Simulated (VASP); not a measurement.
C:

```
C
1.0
     2.02668    0.00000    0.00000
     0.00000    1.36146    0.00000
    -0.87718    0.00000    2.32163
C
1
Direct
  0.50000 0.00000 0.00000
```

The cell was generated, and may not be a known phase.

```yaml
Program: VASP 6.6.1
Task: relaxation of cell and atoms
Functional: PBE
Potentials_or_basis: VASP PAW PBE potentials, release 64 (C_h)
Cutoff: 1300 eV
k_mesh: 8 × 12 × 8
Occupations: gaussian, width 0.1 eV
Spin: no spin polarisation
```

At the start: pressure 26.5 GPa; volume 6.41 Å³/atom.

Where does the relaxation end?

Over 21 steps the energy falls by 1399.0 meV/atom and the volume is 11.35 Å³/atom (+77.3 %); space group P2/m (No. 10, to 0.1 Å) before and after.

Step by step:
| step | energy change (eV) | largest force (eV/Å) | pressure (GPa) | volume (Å³) |
| --- | --- | --- | --- | --- |
| 1 | 0.0000 | 0.0000 | 26.49 | 6.41 |
| 2 | 0.2402 | 0.0000 | 184.15 | 7.16 |
| 3 | -0.5070 | 0.0000 | 80.73 | 6.83 |
| 4 | -0.5175 | 0.0000 | 92.56 | 6.89 |
| 5 | -1.0318 | 0.0000 | 54.61 | 8.23 |
| 6 | -1.2717 | 0.0000 | 31.89 | 9.93 |
| 7 | -1.3059 | 0.0000 | 25.25 | 10.79 |
| 8 | -1.3153 | 0.0000 | -16.90 | 11.42 |
| 9 | -1.3918 | 0.0000 | 1.52 | 11.11 |
| 10 | -1.3919 | 0.0000 | 1.95 | 11.10 |
| 11 | -1.3935 | 0.0000 | 1.64 | 11.16 |
| 12 | -1.3969 | 0.0000 | 0.77 | 11.32 |
| 13 | -1.3979 | 0.0000 | -0.83 | 11.66 |
| 14 | -1.3984 | 0.0000 | -0.29 | 11.54 |
| 15 | -1.3984 | 0.0000 | -0.25 | 11.53 |
| 16 | -1.3985 | 0.0000 | -0.29 | 11.52 |
| 17 | -1.3988 | 0.0000 | -0.42 | 11.46 |
| 18 | -1.3989 | 0.0000 | -0.66 | 11.36 |
| 19 | -1.3989 | 0.0000 | -0.59 | 11.39 |
| 20 | -1.3990 | 0.0000 | -0.35 | 11.38 |
| 21 | -1.3990 | 0.0000 | 0.06 | 11.35 |

Final structure:
```
CELL_PARAMETERS angstrom
3.03648 0.00000 -0.04565
0.00000 1.28454 0.00000
-1.37465 0.00000 2.93178
ATOMIC_POSITIONS crystal
C 0.50000 0.00000 0.00000
```

Caveat: the k points lie up to 0.41 Å⁻¹ apart in the final cell, too coarse for converged energies and pressures of a metal; the volume moved by over 15 % at a fixed basis, so the end points are rough.
